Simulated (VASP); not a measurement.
# Cr (Pm-3m) in VASP: notebook, part 3 of 3

VASP 6.6.1. The steps go on from the part before.

## Step 5: Relaxation of cell and atoms, PBE, collinear spin, ferromagnetic start, target pressure 0.8 GPa, at which the enthalpy is minimised

INCAR reads:

```
PREC = Accurate
ENCUT = 600
EDIFF = 1E-6
ISMEAR = -1
SIGMA = 0.08
LREAL = F
LASPH = T
NELM = 150
ALGO = Normal
ISIF = 3
LWAVE = F
LCHARG = F
ISPIN = 2
MAGMOM = 2
LORBIT = 11
LMAXMIX = 4
GGA = PE
IBRION = 2
NSW = 32
EDIFFG = -0.005
PSTRESS = 8.0
```

KPOINTS reads:

```
regular mesh
0
Gamma
  16 16 16
```

POSCAR reads:

```
Cr
1.0
    2.3376273562      0.0000000000      0.0000000000
    0.0000000000      2.3376273562      0.0000000000
    0.0000000000      0.0000000000      2.3376273562
Cr
1
Direct
    0.0000000000      0.0000000000      0.0000000000
```

Potentials or basis: VASP PAW PBE potentials, release 64 (Cr_pv).

Started as:

```console
> cat potpaw_PBE.64/Cr_pv/POTCAR > POTCAR
> mpirun -np 1 vasp_std > vasp.out
```

OUTCAR:

```text
PREC = Accurate
   ENCUT = 600
   EDIFF = 1E-6
   ISMEAR = -1
   LREAL = F
   LASPH = T
   NELM = 150
   ISIF = 3
   ISPIN = 2
   LORBIT = 11
   GGA = PE
   IBRION = 2
   NSW = 32
   EDIFFG = -0.005
   PSTRESS = 8.0

 ion  position               nearest neighbor table
   1  0.000  0.000  0.000-

  LATTYP: Found a simple cubic cell.
 ALAT       =     2.3376273562

  Lattice vectors:

 A1 = (   2.3376273562,   0.0000000000,   0.0000000000)
 A2 = (   0.0000000000,   2.3376273562,   0.0000000000)
 A3 = (   0.0000000000,   0.0000000000,   2.3376273562)

Analysis of symmetry for initial positions (statically):
=====================================================================
 Subroutine PRICEL returns:
 Original cell was already a primitive cell.

 Routine SETGRP: Setting up the symmetry group for a
 simple cubic supercell.

 Subroutine GETGRP returns: Found 48 space group operations
 (whereof 48 operations were pure point group operations)
 out of a pool of 48 trial point group operations.

The static configuration has the point symmetry O_h .

Analysis of symmetry for dynamics (positions and initial velocities):
=====================================================================
 Subroutine PRICEL returns:
 Original cell was already a primitive cell.

 Routine SETGRP: Setting up the symmetry group for a
 simple cubic supercell.

 Subroutine GETGRP returns: Found 48 space group operations
 (whereof 48 operations were pure point group operations)
 out of a pool of 48 trial point group operations.

The dynamic configuration has the point symmetry O_h .

Analysis of structural, dynamic, and magnetic symmetry:
=====================================================================
 Subroutine PRICEL returns:
 Original cell was already a primitive cell.

 Routine SETGRP: Setting up the symmetry group for a
 simple cubic supercell.

 Subroutine GETGRP returns: Found 48 space group operations
[... 135 lines left out ...]
  volume of cell :       12.77
 maximum number of plane-waves:       449
 NGX is ok and might be reduce to    20
   NGX =  9   NGY =  9   NGZ =  9

--------------------------------------- Ionic step        1  -------------------------------------------

 number of electron      12.0000014 magnetization      -0.0044084

 number of electron      12.0000014 magnetization       0.0002024

 Free energy of the ion-electron system (eV)
  ---------------------------------------------------
  ext. energy  EPLUGINS =         0.00000000
  ---------------------------------------------------
  free energy    TOTEN  =        -8.51522212 eV

  energy without entropy =       -8.48777078  energy(sigma->0) =       -8.50149645

------------------------ aborting loop because EDIFF is reached ----------------------------------------

  FORCE on cell =-STRESS in cart. coord.  units (eV):
  Direction    XX          YY          ZZ          XY          YZ          ZX
  --------------------------------------------------------------------------------------
  -------------------------------------------------------------------------------------
  Total        0.0311793      0.0311793      0.0311793      0.0000000      0.0000000      0.0000000
  in kB        3.9106722      3.9106722      3.9106722      0.0000000      0.0000000      0.0000000
  external PRESSURE =      -4.0893278 kB  Pullay stress =       8.0000000 kB
[... 65 lines left out ...]
 number of electron      12.0000014 magnetization       0.0000019

 number of electron      12.0000014 magnetization      -0.0000003

 Free energy of the ion-electron system (eV)
  ---------------------------------------------------
  ext. energy  EPLUGINS =         0.00000000
  ---------------------------------------------------
  free energy    TOTEN  =        -8.51514948 eV

  energy without entropy =       -8.48771862  energy(sigma->0) =       -8.50143405

 E-fermi :   9.6892     XC(G=0): -12.9745

 val. band max:        9.6644701041   @ k =   0.5000   0.3125   0.1875
 cond. band min:       9.7025138219   @ k =   0.3125   0.3125   0.1250
 fundamental gap:      0.0380437178
 Fermi energy:         9.6891692664

 spin component 1

 k-point     1 :       0.0000    0.0000    0.0000
  band No.  band energies     occupation
      1     -32.8191      1.00000
      2     -32.8191      1.00000
      3     -32.8191      1.00000
      4       2.3427      1.00000
      5       6.5174      1.00000
      6       6.5174      1.00000
      7      12.1766      0.00000
      8      12.1766      0.00000
      9      12.1766      0.00000
     10      17.2280      0.00000
     11      29.3443      0.00000
[... 310 lines left out ...]
  band No.  band energies     occupation
      1     -33.8357      1.00000
      2     -32.8746      1.00000
      3     -32.7136      1.00000
      4       6.9973      1.00000
      5       7.7120      1.00000
      6       7.8473      1.00000
      7      10.2744      0.00066
      8      11.4744      0.00000
      9      12.0765      0.00000
     10      16.9634      0.00000
     11      17.2548      0.00000

 [... further k-points ...]

 spin component 2

 k-point     1 :       0.0000    0.0000    0.0000
  band No.  band energies     occupation
      1     -32.8191      1.00000
      2     -32.8191      1.00000
      3     -32.8191      1.00000
      4       2.3427      1.00000
      5       6.5174      1.00000
      6       6.5174      1.00000
      7      12.1766      0.00000
      8      12.1766      0.00000
      9      12.1766      0.00000
     10      17.2279      0.00000
     11      29.3443      0.00000
[... 354 lines left out ...]
  energy  without entropy=       -8.4877186229  energy(sigma->0) =       -8.50143405

  enthalpy is  TOTEN    =        -8.4514460794 eV   P V=        0.0637033985

 reached required accuracy - stopping structural energy minimisation

 total charge

# of ion       s       p       d       tot
------------------------------------------
    1        0.445   6.300   4.345  11.090

 magnetization (x)

# of ion       s       p       d       tot
------------------------------------------
    1       -0.000   0.000   0.000   0.000
```

Run time: 2.2 min. Hardware: 1 thread of Intel Xeon 8259CL, shared host; peak memory 0.17 GiB.

What came out:

```
Free energy                                                : -8.5151 eV
Relaxed volume                                             : 12.76 Å³/atom
Relaxed cell                                               : a = 2.337 Å, b = 2.337 Å, c = 2.337 Å, α = 90.00°, β = 90.00°, γ = 90.00°
Space group after relaxing (to 0.1 Å)                      : Pm-3m (No. 221)
Energy change on relaxing (the run minimises the enthalpy) : +0.1 meV/atom
Ionic steps                                                : 3
Pressure after relaxing                                    : 0.8 GPa
Band gap on the k mesh                                     : zero (filled and empty bands overlap)
Net moment                                                 : 0.00 μB per cell
Valence electrons inside the program's atomic spheres      : Cr 11.09
```

Final structure:
```
Cr
1.0
     2.33665    0.00000    0.00000
     0.00000    2.33665    0.00000
     0.00000    0.00000    2.33665
Cr
1
Direct
  0.00000 0.00000 0.00000
```

Levels at points of the mesh, in eV from the Fermi level:
Spin up:
```csv
k point,band 3,band 4,band 5,band 6,band 7,band 8,band 9,band 10
"(0.00, 0.00, 0.00)",-42.51,-7.35,-3.17,-3.17,2.49,2.49,2.49,7.54
"(0.50, 0.00, 0.00)",-42.42,-3.08,-2.41,-0.67,0.53,0.53,2.66,7.29
"(0.50, 0.50, 0.00)",-42.33,-4.54,-1.67,0.95,0.95,3.75,6.22,6.22
"(0.50, 0.50, 0.50)",-43.26,-2.92,-2.92,-2.92,3.86,3.86,7.54,11.18
```
Spin down:
| k point | band 2 | band 3 | band 4 | band 5 | band 6 | band 7 | band 8 | band 9 | band 10 | band 11 |
| --- | --- | --- | --- | --- | --- | --- | --- | --- | --- | --- |
| (0.00, 0.00, 0.00) | -42.51 | -42.51 | -7.35 | -3.17 | -3.17 | 2.49 | 2.49 | 2.49 | 7.54 | 19.66 |
| (0.50, 0.00, 0.00) | -42.42 | -42.42 | -3.08 | -2.41 | -0.67 | 0.53 | 0.53 | 2.66 | 7.29 | 7.57 |
| (0.50, 0.50, 0.00) | -43.39 | -42.33 | -4.54 | -1.67 | 0.95 | 0.95 | 3.75 | 6.22 | 6.22 | 7.54 |
| (0.50, 0.50, 0.50) | -43.26 | -43.26 | -2.92 | -2.92 | -2.92 | 3.86 | 3.86 | 7.54 | 11.18 | 14.13 |

Caveat: the cell is relaxed towards a set pressure, so the run minimises the enthalpy, not the energy.
